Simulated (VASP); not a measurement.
# BaTiO3 (Amm2) in VASP: further runs

Runs on BaTiO3. Level: r2SCAN. Tasks: single point.

Everything below comes from runs of VASP 6.6.1. Logs are shortened: lines on timing, memory, paths and dates and some standing lists are left out, and cuts for length are marked.

## Step 1: The cell of the first run

It takes space group Amm2 (No. 38, orthorhombic). The conventional cell has a = 3.964 Å, b = 5.716 Å, c = 5.749 Å, α = 90.00°, β = 90.00°, γ = 90.00°. Ba (site symmetry mm2) has 12 O at 2.77 to 2.98 Å and 8 Ti at 3.42 to 3.56 Å within 3.7 Å. Within 2.5 Å of Ti (site symmetry mm2) lie 6 O at 1.85 to 2.21 Å. O (site symmetry mm2) has 2 Ti at 1.99 Å within 2.6 Å. O (site symmetry m) has 2 Ti at 1.85 to 2.21 Å within 2.5 Å.

## Step 2: Single point, r2SCAN, non-collinear spin, zero start, spin-orbit coupling

POSCAR reads:

```
BaTiO3
1.0
    3.9639390800      0.0000000000      0.0000000000
    0.0000000000      2.8578404100      2.8742684100
    0.0000000000     -2.8578404100      2.8742684100
Ba Ti O
1 1 3
Direct
    0.0000000000      0.0084258400      0.0084258400
    0.5000000000      0.5238730400      0.5238730400
    0.0000000000      0.4903930000      0.4903930000
    0.5000000000      0.4940123800      0.9801757500
    0.5000000000      0.9801757500      0.4940123800
```

INCAR.step1 reads:

```
SYSTEM = BaTiO3
PREC = Accurate
ENCUT = 660
ISMEAR = -1
SIGMA = 0.02
LREAL = .False.
LASPH = .True.
NELM = 200
LNONCOLLINEAR = .True.
MAGMOM = 0 0 0 0 0 0 0 0 0 0 0 0 0 0 0
LSORBIT = .True.
GGA_COMPAT = .False.
LMAXMIX = 4
NBANDS = 55
GGA = PE
ALGO = Normal
EDIFF = 1E-5
LWAVE = .True.
LCHARG = .False.
```

INCAR.step2 reads:

```
SYSTEM = BaTiO3
PREC = Accurate
ENCUT = 660
EDIFF = 1E-6
ISMEAR = -1
SIGMA = 0.02
LREAL = .False.
LASPH = .True.
NELM = 200
ALGO = Normal
ISIF = 2
LWAVE = .False.
LCHARG = .False.
LNONCOLLINEAR = .True.
MAGMOM = 0 0 0 0 0 0 0 0 0 0 0 0 0 0 0
LORBIT = 11
LSORBIT = .True.
GGA_COMPAT = .False.
LORBMOM = .True.
LMAXMIX = 4
METAGGA = R2SCAN
LMIXTAU = .True.
NBANDS = 55
ISTART = 1
```

KPOINTS reads:

```
regular mesh
0
Gamma
  2 2 2
  0 0 0
```

Potentials or basis: VASP PAW PBE potentials, release 64 (Ba_sv, Ti_sv, O).

Launch:

```bash
$ cat potpaw_PBE.64/Ba_sv/POTCAR potpaw_PBE.64/Ti_sv/POTCAR potpaw_PBE.64/O/POTCAR > POTCAR
$ cp INCAR.step1 INCAR
$ mpirun -np 1 vasp_ncl > vasp.out
$ cp INCAR.step2 INCAR
$ mpirun -np 1 vasp_ncl > vasp.out
```

OUTCAR:

```text
SYSTEM = BaTiO3
   PREC = Accurate
   ENCUT = 660
   EDIFF = 1E-6
   ISMEAR = -1
   LREAL = .False.
   LASPH = .True.
   NELM = 200
   ISIF = 2
   LNONCOLLINEAR = .True.
   LORBIT = 11
   LSORBIT = .True.
   METAGGA = R2SCAN
   ISTART = 1

 ion  position               nearest neighbor table
   1  0.000  0.008  0.008-   3 2.77   4 2.80   5 2.80   4 2.80   5 2.80   3 2.86   3 2.86   5 2.88
                             4 2.88   5 2.88   4 2.88   3 2.98   2 3.42   2 3.42   2 3.48   2 3.48
   2  0.500  0.524  0.524-   4 1.85   5 1.85   3 1.99   3 1.99   5 2.21   4 2.21   1 3.42   1 3.42
                             1 3.48   1 3.48   1 3.48   1 3.48   1 3.56   1 3.56
   3  0.000  0.490  0.490-   2 1.99   2 1.99   1 2.77   1 2.86   1 2.86   1 2.98
   4  0.500  0.494  0.980-   2 1.85   2 2.21   1 2.80   1 2.80   1 2.88   1 2.88
   5  0.500  0.980  0.494-   2 1.85   2 2.21   1 2.80   1 2.80   1 2.88   1 2.88

  LATTYP: Found a base centered orthorhombic cell.
 ALAT       =     5.7156808200
 B/A-ratio  =     1.0057483966
 C/A-ratio  =     0.6935200206

  Lattice vectors:

 A1 = (   0.0000000000,   2.8578404100,  -2.8742684100)
 A2 = (   0.0000000000,   2.8578404100,   2.8742684100)
 A3 = (   3.9639390800,   0.0000000000,   0.0000000000)

Analysis of symmetry for initial positions (statically):
=====================================================================
 Subroutine PRICEL returns:
 Original cell was already a primitive cell.

 Routine SETGRP: Setting up the symmetry group for a
 base centered orthorhombic supercell.

 Subroutine GETGRP returns: Found  4 space group operations
 (whereof  4 operations were pure point group operations)
 out of a pool of  8 trial point group operations.

The static configuration has the point symmetry C_2v.

Analysis of symmetry for dynamics (positions and initial velocities):
=====================================================================
 Subroutine PRICEL returns:
 Original cell was already a primitive cell.

 Routine SETGRP: Setting up the symmetry group for a
 base centered orthorhombic supercell.

 Subroutine GETGRP returns: Found  4 space group operations
 (whereof  4 operations were pure point group operations)
 out of a pool of  8 trial point group operations.

The dynamic configuration has the point symmetry C_2v.

Analysis of structural, dynamic, and magnetic symmetry:
=====================================================================
 Subroutine PRICEL returns:
 Original cell was already a primitive cell.

 Routine SETGRP: Setting up the symmetry group for a
 base centered orthorhombic supercell.

 Subroutine GETGRP returns: Found  4 space group operations
 (whereof  4 operations were pure point group operations)
 out of a pool of  8 trial point group operations.

The overall configuration has the point symmetry C_2v.

 Subroutine INISYM returns: Found  4 space group operations
 (whereof  4 operations are pure point group operations),
 and found     1 'primitive' translations

----------------------------------------------------------------------------------------

                                     Primitive cell

  volume of cell :      65.1212

  direct lattice vectors                    reciprocal lattice vectors
     3.963939080  0.000000000  0.000000000     0.252274311  0.000000000  0.000000000
     0.000000000  2.857840410  2.874268410     0.000000000  0.174957285  0.173957310
     0.000000000 -2.857840410  2.874268410     0.000000000 -0.174957285  0.173957310

  length of vectors
     3.963939080  4.053229663  4.053229663     0.252274311  0.246720889  0.246720889

  position of ions in fractional coordinates (direct lattice)
     0.000000000  0.008425840  0.008425840
     0.500000000  0.523873040  0.523873040
     0.000000000  0.490393000  0.490393000
     0.500000000  0.494012380  0.980175750
     0.500000000  0.980175750  0.494012380

  ion indices of the primitive-cell ions
   primitive index   ion index
                 1           1
                 2           2
                 3           3
                 4           4
                 5           5

[... 110 lines left out ...]
 Fermi energy:         4.1250299794

 k-point     1 :       0.0000    0.0000    0.0000
  band No.  band energies     occupation
      1     -55.2715      1.00000
      2     -55.2715      1.00000
      3     -30.9004      1.00000
      4     -30.9004      1.00000
      5     -30.2685      1.00000
      6     -30.2685      1.00000
[... 319 lines left out ...]
     51      10.7713      0.00000
     52      10.7713      0.00000
 [bands above 52 left out]

------------------------ aborting loop because EDIFF is reached ----------------------------------------

  FORCE on cell =-STRESS in cart. coord.  units (eV):
  Direction    XX          YY          ZZ          XY          YZ          ZX
  --------------------------------------------------------------------------------------
  -------------------------------------------------------------------------------------
  Total        1.0159109      1.3744228      1.4468362      0.0000000      0.0000000      0.0000000
  in kB       24.9944697     33.8149430     35.5965308      0.0000000      0.0000000      0.0000000
  external PRESSURE =      31.4686478 kB  Pullay stress =       0.0000000 kB

 VOLUME and BASIS-vectors are now :
 -----------------------------------------------------------------------------
  energy-cutoff  :      660.00
  volume of cell :       65.12
      direct lattice vectors                 reciprocal lattice vectors
     3.963939080  0.000000000  0.000000000     0.252274311  0.000000000  0.000000000
     0.000000000  2.857840410  2.874268410     0.000000000  0.174957285  0.173957310
     0.000000000 -2.857840410  2.874268410     0.000000000 -0.174957285  0.173957310

 POSITION                                       TOTAL-FORCE (eV/Angst)
 -----------------------------------------------------------------------------------
      0.00000      0.00000      0.04844         0.000000     -0.000000      0.100205
      1.98197      0.00000      3.01150         0.000000     -0.000000      1.827691
      0.00000      0.00000      2.81904         0.000000     -0.000000     -0.725890
      1.98197     -1.38938      4.23721         0.000000      0.063707     -0.601003
      1.98197      1.38938      4.23721         0.000000     -0.063707     -0.601003
 -----------------------------------------------------------------------------------
    total drift:                                0.000000      0.000000      0.001213

  FREE ENERGIE OF THE ION-ELECTRON SYSTEM (eV)
  ---------------------------------------------------
  free  energy   TOTEN  =       -74.0630574380 eV

  energy  without entropy=      -74.0630574380  energy(sigma->0) =      -74.06305744

 orbital moment (x)

 # of ion     p       d       tot
 ----------------------------------------
  1         0.000   0.000   0.000
  2         0.000   0.000   0.000
  3         0.000   0.000   0.000
  4        -0.000   0.000  -0.000
  5         0.000   0.000   0.000
 ----------------------------------------
            0.000   0.000   0.000

 orbital moment (y)

 # of ion     p       d       tot
 ----------------------------------------
  1         0.000   0.000   0.000
  2         0.000   0.000   0.000
  3         0.000   0.000   0.000
  4         0.000   0.000   0.000
  5         0.000   0.000   0.000
 ----------------------------------------
            0.000   0.000   0.000

 orbital moment (z)

 # of ion     p       d       tot
 ----------------------------------------
  1         0.000   0.000   0.000
  2         0.000   0.000   0.000
  3         0.000   0.000   0.000
  4         0.000   0.000   0.000
  5         0.000   0.000   0.000
 ----------------------------------------
            0.000   0.000   0.000

 Spin-Orbit-Coupling matrix elements

 Ion:    1  E_soc:     -0.3609234
 l=   1
     0.0000000    -0.0600125    -0.0600211
    -0.0600125     0.0000000    -0.0600552
    -0.0600211    -0.0600552     0.0000000
 l=   2
     0.0000000    -0.0000248     0.0000000    -0.0000267    -0.0001011
    -0.0000248     0.0000000    -0.0000735    -0.0000240    -0.0000246
     0.0000000    -0.0000735     0.0000000    -0.0000747     0.0000000
    -0.0000267    -0.0000240    -0.0000747     0.0000000    -0.0000234
    -0.0001011    -0.0000246     0.0000000    -0.0000234     0.0000000
 l=   3
     0.0000000     0.0000000     0.0000000     0.0000000     0.0000000     0.0000000     0.0000000
     0.0000000     0.0000000     0.0000000     0.0000000     0.0000000     0.0000000     0.0000000
     0.0000000     0.0000000     0.0000000     0.0000000     0.0000000     0.0000000     0.0000000
     0.0000000     0.0000000     0.0000000     0.0000000     0.0000000     0.0000000     0.0000000
[... 69 lines left out ...]
 l=   2
     0.0000000     0.0000000     0.0000000     0.0000000     0.0000000
     0.0000000     0.0000000     0.0000000     0.0000000     0.0000000
     0.0000000     0.0000000     0.0000000     0.0000000     0.0000000
     0.0000000     0.0000000     0.0000000     0.0000000     0.0000000
     0.0000000     0.0000000     0.0000000     0.0000000     0.0000000
 l=   3
     0.0000000     0.0000000     0.0000000     0.0000000     0.0000000     0.0000000     0.0000000
     0.0000000     0.0000000     0.0000000     0.0000000     0.0000000     0.0000000     0.0000000
     0.0000000     0.0000000     0.0000000     0.0000000     0.0000000     0.0000000     0.0000000
     0.0000000     0.0000000     0.0000000     0.0000000     0.0000000     0.0000000     0.0000000
     0.0000000     0.0000000     0.0000000     0.0000000     0.0000000     0.0000000     0.0000000
     0.0000000     0.0000000     0.0000000     0.0000000     0.0000000     0.0000000     0.0000000
     0.0000000     0.0000000     0.0000000     0.0000000     0.0000000     0.0000000     0.0000000

 total charge

# of ion       s       p       d       tot
------------------------------------------
    1        2.017   5.672   0.284   7.973
    2        2.205   6.295   1.695  10.196
    3        1.559   3.515   0.000   5.074
    4        1.563   3.512   0.000   5.075
    5        1.563   3.512   0.000   5.075
--------------------------------------------------
tot          8.907  22.505   1.980  33.392

 magnetization (x)

# of ion       s       p       d       tot
------------------------------------------
    1        0.000   0.000   0.000   0.000
    2        0.000   0.000   0.000   0.000
    3        0.000   0.000   0.000   0.000
    4        0.000   0.000   0.000   0.000
    5       -0.000  -0.000   0.000  -0.000
--------------------------------------------------
tot          0.000   0.000   0.000   0.000

 magnetization (y)

# of ion       s       p       d       tot
------------------------------------------
    1        0.000   0.000   0.000   0.000
    2        0.000   0.000   0.000   0.000
    3        0.000   0.000   0.000   0.000
    4        0.000   0.000   0.000   0.000
    5        0.000   0.000   0.000   0.000
--------------------------------------------------
tot          0.000   0.000   0.000   0.000

 magnetization (z)

# of ion       s       p       d       tot
------------------------------------------
    1        0.000   0.000   0.000   0.000
    2        0.000   0.000   0.000   0.000
    3        0.000   0.000   0.000   0.000
    4        0.000   0.000   0.000   0.000
    5        0.000   0.000   0.000   0.000
--------------------------------------------------
tot          0.000   0.000   0.000   0.000
```

Wall time 8.8 min (1 thread of Oxide Virtual Turin-like, shared host); peak memory 0.45 GiB.

Results:

```yaml
Free_energy: -74.0631 eV
Pressure: 3.1 GPa
Largest_force: 1.828 eV/Å
Net_moment: 0.00 μB per cell
Valence_electrons_inside_the_program's_atomic_spheres: Ba 7.97; Ti 10.20; O 5.07, 5.08 (each value once)
```

Forces in eV/Å, atoms in the order of the input:
```
Ba   0.000  0.000  0.100
Ti   0.000  0.000  1.828
O    0.000  0.000 -0.726
O    0.000  0.064 -0.601
O    0.000 -0.064 -0.601
```

Moments on the atoms (μB; x, y, z):
```
Ba  0.00 0.00 0.00
Ti  0.00 0.00 0.00
O   0.00 0.00 0.00
O   0.00 0.00 0.00
O   0.00 0.00 0.00
```

Caveat: the k points lie up to 0.79 Å⁻¹ apart; the PAW data sets were made with another functional, which shifts forces and pressure a little.

## Step 3: Single point, r2SCAN

POSCAR reads:

```
BaTiO3
1.0
    3.9639390787      0.0000000000      0.0000000000
    0.0000000000      2.8578404115      2.8742684127
    0.0000000000     -2.8578404115      2.8742684127
Ba Ti O
1 1 3
Direct
    0.0000000000      0.0084258378      0.0084258378
    0.5000000000      0.5238730400      0.5238730400
    0.0000000000      0.4903929974      0.4903929974
    0.5000000000      0.4940123764      0.9801757484
    0.5000000000      0.9801757484      0.4940123764
```

INCAR.step1 reads:

```
SYSTEM = BaTiO3
PREC = Accurate
ENCUT = 660
ISMEAR = -1
SIGMA = 0.02
LREAL = .False.
LASPH = .True.
NELM = 120
NBANDS = 28
GGA = PE
ALGO = Normal
EDIFF = 1E-5
LWAVE = .True.
LCHARG = .False.
GGA_COMPAT = .False.
```

INCAR.step2 reads:

```
SYSTEM = BaTiO3
PREC = Accurate
ENCUT = 660
EDIFF = 1E-6
ISMEAR = -1
SIGMA = 0.02
LREAL = .False.
LASPH = .True.
NELM = 120
ALGO = Normal
ISIF = 2
LWAVE = .False.
LCHARG = .False.
METAGGA = R2SCAN
LMIXTAU = .True.
NBANDS = 28
ISTART = 1
GGA_COMPAT = .False.
```

KPOINTS reads:

```
Automatic mesh
0
Gamma
  8 6 6
  0 0 0
```

Potentials or basis: VASP PAW PBE potentials, release 64 (Ba_sv, Ti_sv, O).

Launch:

```bash
$ cat potpaw_PBE.64/Ba_sv/POTCAR potpaw_PBE.64/Ti_sv/POTCAR potpaw_PBE.64/O/POTCAR > POTCAR
$ cp INCAR.step1 INCAR
$ mpirun -np 1 vasp_std > vasp.out
$ cp INCAR.step2 INCAR
$ mpirun -np 1 vasp_std > vasp.out
```

Run time: 14 min. Hardware: 1 thread of Oxide Virtual Turin-like, shared host; peak memory 0.3 GiB.

It converged, with:

| Item | Value |
| --- | --- |
| Free energy | -74.2823 eV |
| Pressure | 1.7 GPa |
| Largest force | 0.160 eV/Å |
| Band gap on the k mesh | 2.64 eV (least direct gap 3.11 eV) |

Forces in eV/Å, atoms in the order of the input:
```
Ba   0.000  0.000 -0.033
Ti   0.000  0.000 -0.160
O    0.000  0.000  0.016
O    0.000 -0.075  0.089
O    0.000  0.075  0.089
```

Stress tensor (GPa, compression positive):
```
1.62 0.00 0.00
0.00 1.77 0.00
0.00 0.00 1.62
```

Levels at points of the mesh, in eV from the valence-band top:
```csv
k point,band 16,band 17,band 18,band 19,band 20,band 21,band 22,band 23,band 24,band 25
"(0.00, 0.00, 0.00)",-1.39,-1.16,-0.57,-0.55,-0.47,2.64,2.86,2.93,4.69,4.75
"(0.50, 0.00, 0.00)",-2.20,-1.67,-1.53,-1.25,-1.14,3.03,4.05,4.26,4.68,6.27
"(0.00, 0.50, 0.00)",-1.89,-1.85,-1.69,-1.00,-0.83,2.86,4.11,4.13,4.68,6.47
"(0.50, 0.50, 0.00)",-2.65,-1.77,-0.98,-0.94,-0.08,4.16,4.18,4.53,5.18,8.13
"(0.00, 0.50, 0.50)",-2.68,-1.67,-0.96,-0.88,-0.29,4.11,4.16,4.44,5.49,8.00
"(0.50, 0.50, 0.50)",-2.45,-2.42,-0.21,-0.02,0.00,4.64,4.68,4.82,7.03,7.23
```

Caveat: the PAW data sets were made with another functional, which shifts forces and pressure a little; spin-orbit coupling is left out, which moves the levels of the heavy elements. A k mesh can miss the band edges.
